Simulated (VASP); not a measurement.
Here is a VASP 6.6.1 calculation.

File INCAR:

```
SYSTEM = ZnS
PREC = Accurate
ENCUT = 500
EDIFF = 1E-6
ISMEAR = -1
SIGMA = 0.1
LREAL = .False.
LASPH = .True.
NELM = 120
ALGO = Normal
ISIF = 2
LWAVE = .False.
LCHARG = .False.
GGA = PE
NBANDS = 16
GGA_COMPAT = .False.
```

The input KPOINTS:

```
regular mesh
0
Gamma
  8 8 8
  0 0 0
```

Contents of POSCAR:

```
ZnS
1.0
    0.0000000000      2.7065460000      2.7065460000
    2.7065460000      0.0000000000      2.7065460000
    2.7065460000      2.7065460000      0.0000000000
S Zn
1 1
Direct
    0.0000000000      0.0000000000      0.0000000000
    0.2500000000      0.2500000000      0.2500000000
```

Potentials or basis: VASP PAW PBE potentials, release 64 (S, Zn).

Run with:

```sh
$ cat potpaw_PBE.64/S/POTCAR potpaw_PBE.64/Zn/POTCAR > POTCAR
$ mpirun -np 1 vasp_std > vasp.out
```

(1) Estimate the band gap on the k mesh.

(2) What does it give for the pressure?

## Answers

(1) 2.09 eV, direct.

(2) 1.4 GPa.
